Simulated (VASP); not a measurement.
# Pb (I4/mmm) in VASP: a series of runs

The runs below take Pb through single point, with PBEsol.

Program: VASP 6.6.1. These are calculated values, not measurements. Logs are shortened: lines on timing, memory, paths and dates and some standing lists are left out, and cuts for length are marked.

## Step 1: The cell of the first run

It takes space group I4/mmm (No. 139, tetragonal). Conventional cell: a = 3.633 Å, b = 3.633 Å, c = 4.742 Å, α = 90.00°, β = 90.00°, γ = 90.00°. Within 4.8 Å of Pb (site symmetry 4/mmm) lie 14 Pb at 3.50 to 4.74 Å.

## Step 2: Single point, PBEsol (strain +0.040 along x and y, -0.040 along z)

INCAR

```
PREC = Accurate ; ENCUT = 520
EDIFF = 1E-6 ; ISMEAR = 0
SIGMA = 0.15 ; LREAL = F
LASPH = T ; NELM = 80
ALGO = Fast ; ISIF = 2
LWAVE = F ; LCHARG = F
GGA = PS ; NBANDS = 13
```

KPOINTS

```
regular mesh
0
Gamma
  16 16 16
```

POSCAR

```
Pb
1.0
    0.0000000000      2.5685920000      2.3710080000
    2.5685920000      0.0000000000      2.3710080000
    2.5685920000      2.5685920000      0.0000000000
Pb
1
Direct
    0.0000000000      0.0000000000      0.0000000000
```

Potentials or basis: VASP PAW PBE potentials, release 64 (Pb_d).

Launch:

```console
$ cat potpaw_PBE.64/Pb_d/POTCAR > POTCAR
$ mpirun -np 1 vasp_std > vasp.out
```

OUTCAR:

```text
PREC = Accurate
   ENCUT = 520
   EDIFF = 1E-6
   ISMEAR = 0
   LREAL = F
   LASPH = T
   NELM = 80
   ISIF = 2
   GGA = PS

 ion  position               nearest neighbor table
   1  0.000  0.000  0.000-

  LATTYP: Found a body centered tetragonal cell.
 ALAT       =     3.6325376426
 C/A-ratio  =     1.3054279037

  Lattice vectors:

 A1 = (   0.0000000000,  -2.5685920000,  -2.3710080000)
 A2 = (   0.0000000000,   2.5685920000,  -2.3710080000)
 A3 = (   2.5685920000,   0.0000000000,   2.3710080000)

Analysis of symmetry for initial positions (statically):
=====================================================================
 Subroutine PRICEL returns:
 Original cell was already a primitive cell.

 Routine SETGRP: Setting up the symmetry group for a
 body centered tetragonal supercell.

 Subroutine GETGRP returns: Found 16 space group operations
 (whereof 16 operations were pure point group operations)
 out of a pool of 16 trial point group operations.

The static configuration has the point symmetry D_4h.

Analysis of symmetry for dynamics (positions and initial velocities):
=====================================================================
 Subroutine PRICEL returns:
 Original cell was already a primitive cell.

 Routine SETGRP: Setting up the symmetry group for a
 body centered tetragonal supercell.

 Subroutine GETGRP returns: Found 16 space group operations
 (whereof 16 operations were pure point group operations)
 out of a pool of 16 trial point group operations.

The dynamic configuration has the point symmetry D_4h.

 Subroutine INISYM returns: Found 16 space group operations
 (whereof 16 operations are pure point group operations),
 and found     1 'primitive' translations

----------------------------------------------------------------------------------------

                                     Primitive cell

  volume of cell :      31.2862

  direct lattice vectors                    reciprocal lattice vectors
     0.000000000  2.568592000  2.371008000    -0.194659175  0.194659175  0.210880773
     2.568592000  0.000000000  2.371008000     0.194659175 -0.194659175  0.210880773
     2.568592000  2.568592000  0.000000000     0.194659175  0.194659175 -0.210880773

  length of vectors
     3.495617799  3.495617799  3.632537643     0.346778156  0.346778156  0.346778156

  position of ions in fractional coordinates (direct lattice)
     0.000000000  0.000000000  0.000000000

  ion indices of the primitive-cell ions
   primitive index   ion index
                 1           1

----------------------------------------------------------------------------------------

 KPOINTS: regular mesh

Automatic generation of k-mesh.
 Grid dimensions read from file:
 generate k-points for:   16   16   16

 Generating k-lattice:

  Cartesian coordinates                     Fractional coordinates (reciprocal lattice)
    -0.012166198  0.012166198  0.013180048     0.062500000 -0.000000000  0.000000000
     0.012166198 -0.012166198  0.013180048    -0.000000000  0.062500000  0.000000000
     0.012166198  0.012166198 -0.013180048     0.000000000  0.000000000  0.062500000

  Length of vectors
     0.021673635  0.021673635  0.021673635

  Shift w.r.t. Gamma in fractional coordinates (k-lattice)
     0.000000000  0.000000000  0.000000000

 Subroutine IBZKPT returns following result:
 ===========================================

 Found    349 irreducible k-points:

 Following reciprocal coordinates:
            Coordinates               Weight
  0.000000  0.000000  0.000000      1.000000
  0.062500  0.000000  0.000000      8.000000
  0.125000  0.000000  0.000000      8.000000
  0.187500  0.000000  0.000000      8.000000
  0.250000  0.000000  0.000000      8.000000
  0.312500  0.000000  0.000000      8.000000
[... 16 lines left out ...]
 -0.125000  0.062500  0.000000      8.000000
 -0.062500  0.062500  0.000000      4.000000
 [... further k-points ...]
   k-points           NKPTS =    349   k-points in BZ     NKDIM =    349   number of bands    NBANDS=     13
   number of dos      NEDOS =    301   number of ions     NIONS =      1
   total plane-waves  NPLWV =  21952
   dimension x,y,z NGX =    28 NGY =   28 NGZ =   28
   dimension x,y,z NGXF=    56 NGYF=   56 NGZF=   56
   ions per type =               1
   NGX,Y,Z   is equivalent  to a cutoff of  13.32, 13.32, 12.81 a.u.
   NGXF,Y,Z  is equivalent  to a cutoff of  26.63, 26.63, 25.63 a.u.
 SYSTEM =  unknown system
   PREC   = accura    normal or accurate (medium, high low for compatibility)
   ISTART =      0    job   : 0-new  1-cont  2-samecut
   ICHARG =      2    charge: 1-file 2-atom 10-const
   ISPIN  =      1    spin polarized calculation?
   LNONCOLLINEAR =      F non collinear calculations
   LSORBIT =      F    spin-orbit coupling
   LASPH  =      T    aspherical Exc in radial PAW
   ENCUT  =  520.0 eV  38.22 Ry    6.18 a.u.   6.50  6.50  6.75*2*pi/ulx,y,z
   NELM   =     80;   NELMIN=  2; NELMDL= -5     # of ELM steps
   EDIFF  = 0.1E-05   stopping-criterion for ELM
   LREAL  =      F    real-space projection
   EDIFFG = 0.1E-04   stopping-criterion for IOM
   NSW    =      0    number of steps for IOM
   IBRION =     -1    ionic relax: 0-MD 1-quasi-New 2-CG
   NFREE  =      0    steps in history (QN), initial steepest desc. (CG)
   ISIF   =      2    stress and relaxation
   ISYM   =      2    0-nonsym 1-usesym 2-fastsym
   POTIM  = 0.5000    time-step for ionic-motion
   TEBEG  =    0.0;   TEEND  =   0.0 temperature during run
   PSTRESS=    0.0 pullay stress
   NELECT =      14.0000    total number of electrons
   NUPDOWN=      -1.0000    fix difference up-down
   EMIN   =  10.00;   EMAX   =-10.00  energy-range for DOS
   EFERMI =   0.00;   METHOD = LEGACY
   ISMEAR =     0;   SIGMA  =   0.15  broadening in eV -4-tet -1-fermi 0-gaus
   EFERMI_NEDOS =   21; number of points for ismear=-14 and -15
   IALGO  =     68    algorithm
   IMIX   =      4    mixing-type and parameters
     AMIX     =   0.40;   BMIX     =  1.00
     AMIX_MAG =   1.60;   BMIX_MAG =  1.00
  volume/ion in A,a.u.               =      31.29       211.13
  Fermi-wavevector in a.u.,A,eV,Ry     =   1.252179  2.366275 21.333286  1.567952
  Thomas-Fermi vector in A             =   2.386092
   LORBIT       =      0    0 simple, 1 ext, 2 COOP (PROOUT), +10 PAW based schemes
   GGA     = PS    functional components
   LHFCALC =     F    Hartree Fock is set to
   AEXX    =    0.0000 exact exchange contribution
   IVDW    =     0    specifies the selected vdW correction
   LEPSILON=     F    determine dielectric tensor
   LRPA    =     F    only Hartree local field effects (RPA)
 non-spin polarized calculation
 RMM-DIIS sequential band-by-band and
 Gauss-broadening in eV      SIGMA  =   0.15
  energy-cutoff  :      520.00
  volume of cell :       31.29
 maximum number of plane-waves:       869
 NGX is ok and might be reduce to    28
   NGX = 13   NGY = 13   NGZ = 13

 number of electron      14.0000003 magnetization

 Free energy of the ion-electron system (eV)
  ---------------------------------------------------
  ext. energy  EPLUGINS =         0.00000000
  ---------------------------------------------------
  free energy    TOTEN  =        -3.98908497 eV

  energy without entropy =       -3.98190284  energy(sigma->0) =       -3.98549390

 E-fermi :   6.7811     XC(G=0): -10.1918

 val. band max:        6.7686331374   @ k =  -0.4375   0.0625   0.3750
 cond. band min:       6.7818858824   @ k =  -0.4375   0.3750   0.0625
 fundamental gap:      0.0132527450
 Fermi energy:         6.7810840725

 k-point     1 :       0.0000    0.0000    0.0000
  band No.  band energies     occupation
      1     -10.2402      2.00000
      2     -10.2402      2.00000
      3     -10.1582      2.00000
      4     -10.1273      2.00000
      5     -10.0487      2.00000
      6      -4.8049      2.00000
      7      13.8336      0.00000
      8      13.9872      0.00000
      9      13.9872      0.00000
     10      16.5645      0.00000
     11      17.7030      0.00000
     12      19.0190      0.00000
     13      19.0208      0.00000

 k-point     2 :       0.0625    0.0000    0.0000
  band No.  band energies     occupation
      1     -10.2372      2.00000
      2     -10.2345      2.00000
      3     -10.1564      2.00000
      4     -10.1262      2.00000
      5     -10.0503      2.00000
      6      -4.7319      2.00000
      7      12.9980      0.00000
      8      13.8331      0.00000
      9      13.8537      0.00000
     10      16.3440      0.00000
     11      18.1708      0.00000
     12      19.1955      0.00000
     13      19.2459      0.00000

 k-point     3 :       0.1250    0.0000    0.0000
  band No.  band energies     occupation
      1     -10.2305      2.00000
      2     -10.2219      2.00000
      3     -10.1515      2.00000
      4     -10.1196      2.00000
      5     -10.0536      2.00000
      6      -4.5129      2.00000
      7      11.2120      0.00000
      8      13.5080      0.00000
      9      13.6600      0.00000
     10      16.0409      0.00000
     11      18.8976      0.00000
     12      19.1066      0.00000
     13      19.2442      0.00000
[... 305 lines left out ...]
 k-point    23 :      -0.1250    0.0625    0.0000
  band No.  band energies     occupation
      1     -10.2343      2.00000
      2     -10.2129      2.00000
      3     -10.1390      2.00000
      4     -10.1275      2.00000
      5     -10.0457      2.00000
      6      -4.3642      2.00000
      7      10.7060      0.00000
      8      12.5341      0.00000
      9      13.7772      0.00000
     10      16.2667      0.00000
     11      18.0402      0.00000
     12      18.6835      0.00000
     13      18.9153      0.00000

 k-point    24 :      -0.0625    0.0625    0.0000
  band No.  band energies     occupation
      1     -10.2386      2.00000
      2     -10.2275      2.00000
      3     -10.1464      2.00000
      4     -10.1297      2.00000
      5     -10.0481      2.00000
      6      -4.6209      2.00000
      7      12.3561      0.00000
      8      13.0074      0.00000
      9      13.9730      0.00000
     10      16.3187      0.00000
     11      18.3986      0.00000
     12      18.9465      0.00000
     13      19.0991      0.00000

 [... further k-points ...]

------------------------ aborting loop because EDIFF is reached ----------------------------------------

  FORCE on cell =-STRESS in cart. coord.  units (eV):
  Direction    XX          YY          ZZ          XY          YZ          ZX
  --------------------------------------------------------------------------------------
  -------------------------------------------------------------------------------------
  Total       -0.4250316     -0.4250316     -0.2215497      0.0000000     -0.0000000      0.0000000
  in kB      -21.7659944    -21.7659944    -11.3456254      0.0000000     -0.0000000      0.0000000
  external PRESSURE =     -18.2925380 kB  Pullay stress =       0.0000000 kB

 VOLUME and BASIS-vectors are now :
 -----------------------------------------------------------------------------
  energy-cutoff  :      520.00
  volume of cell :       31.29
      direct lattice vectors                 reciprocal lattice vectors
     0.000000000  2.568592000  2.371008000    -0.194659175  0.194659175  0.210880773
     2.568592000  0.000000000  2.371008000     0.194659175 -0.194659175  0.210880773
     2.568592000  2.568592000  0.000000000     0.194659175  0.194659175 -0.210880773

 POSITION                                       TOTAL-FORCE (eV/Angst)
 -----------------------------------------------------------------------------------
      0.00000      0.00000      0.00000         0.000000      0.000000      0.000000
 -----------------------------------------------------------------------------------
    total drift:                               -0.000000     -0.000000     -0.000000

  FREE ENERGIE OF THE ION-ELECTRON SYSTEM (eV)
  ---------------------------------------------------
  free  energy   TOTEN  =        -3.9890849662 eV

  energy  without entropy=       -3.9819028428  energy(sigma->0) =       -3.98549390
```

It took 60 s on 1 thread of Intel Xeon 6975P-C (Granite Rapids), shared host; peak memory 0.25 GiB.

What came out:

```
Free energy            : -3.9891 eV
Pressure               : -1.8 GPa
Band gap on the k mesh : zero (bands 7 and 8 overlap by 8.82 eV)
```

Levels at points of the mesh, in eV from the Fermi level:
```csv
k point,band 3,band 4,band 5,band 6,band 7,band 8,band 9,band 10,band 11,band 12
"(0.00, 0.00, 0.00)",-16.94,-16.91,-16.83,-11.59,7.05,7.21,7.21,9.78,10.92,12.24
"(0.50, 0.00, 0.00)",-16.95,-16.76,-16.72,-8.12,-4.09,4.78,5.81,8.86,9.47,10.39
"(0.50, 0.50, 0.00)",-16.75,-16.70,-16.70,-6.26,-2.72,1.37,1.37,4.74,5.99,17.38
"(0.50, 0.00, 0.50)",-16.75,-16.75,-16.69,-7.07,-3.39,2.09,2.58,5.57,6.86,17.68
```

Caveat: the cell differs from its parent crystal (strain +0.040 along x and y, -0.040 along z); the PAW data sets were made with another functional, which shifts forces and pressure a little; spin-orbit coupling is left out, which moves the levels of the heavy elements.

## Step 3: Single point, PBEsol (strain +0.080 along x and y, -0.080 along z)

INCAR

```
SYSTEM = Pb
  PREC = Accurate
  ENCUT = 520
  EDIFF = 1E-7
  ISMEAR = 0
  SIGMA = 0.15
  LREAL = .False.
  LASPH = .True.
  NELM = 60
  ALGO = Fast
  ISIF = 2
  LWAVE = .False.
  LCHARG = .False.
  GGA = PS
  NBANDS = 13
```

KPOINTS

```
Automatic mesh
0
Gamma
  16 16 16
  0 0 0
```

POSCAR

```
Pb
1.0
    0.0000000000      2.6673840000      2.2722160000
    2.6673840000      0.0000000000      2.2722160000
    2.6673840000      2.6673840000      0.0000000000
Pb
1
Direct
    0.0000000000      0.0000000000      0.0000000000
```

Potentials or basis: VASP PAW PBE potentials, release 64 (Pb_d).

Launch:

```console
$ cat potpaw_PBE.64/Pb_d/POTCAR > POTCAR
$ mpirun -np 1 vasp_std > vasp.out
```

It took 70 s on 1 thread of Intel Xeon 6975P-C (Granite Rapids), shared host; peak memory 0.25 GiB.

Results (log left out):

```yaml
Free_energy: -3.9637 eV
Pressure: -2.9 GPa
Band_gap_on_the_k_mesh: zero (bands 7 and 8 overlap by 8.54 eV)
```

Stress tensor (GPa, compression positive):
```
-3.29  0.00  0.00
 0.00 -3.29  0.00
 0.00  0.00 -2.24
```

Levels at points of the mesh, in eV from the Fermi level:
| k point | band 3 | band 4 | band 5 | band 6 | band 7 | band 8 | band 9 | band 10 | band 11 | band 12 |
| --- | --- | --- | --- | --- | --- | --- | --- | --- | --- | --- |
| (0.00, 0.00, 0.00) | -16.91 | -16.86 | -16.78 | -11.35 | 6.79 | 7.06 | 7.06 | 9.98 | 10.61 | 12.15 |
| (0.50, 0.00, 0.00) | -16.88 | -16.76 | -16.69 | -8.04 | -3.88 | 4.14 | 5.69 | 8.17 | 9.70 | 10.30 |
| (0.50, 0.50, 0.00) | -16.73 | -16.68 | -16.68 | -5.89 | -2.03 | 0.82 | 0.82 | 4.38 | 5.46 | 16.73 |
| (0.50, 0.00, 0.50) | -16.75 | -16.74 | -16.66 | -7.32 | -3.41 | 2.29 | 3.21 | 5.89 | 7.21 | 16.56 |

Caveat: the cell differs from its parent crystal (strain +0.080 along x and y, -0.080 along z); the PAW data sets were made with another functional, which shifts forces and pressure a little; spin-orbit coupling is left out, which moves the levels of the heavy elements.
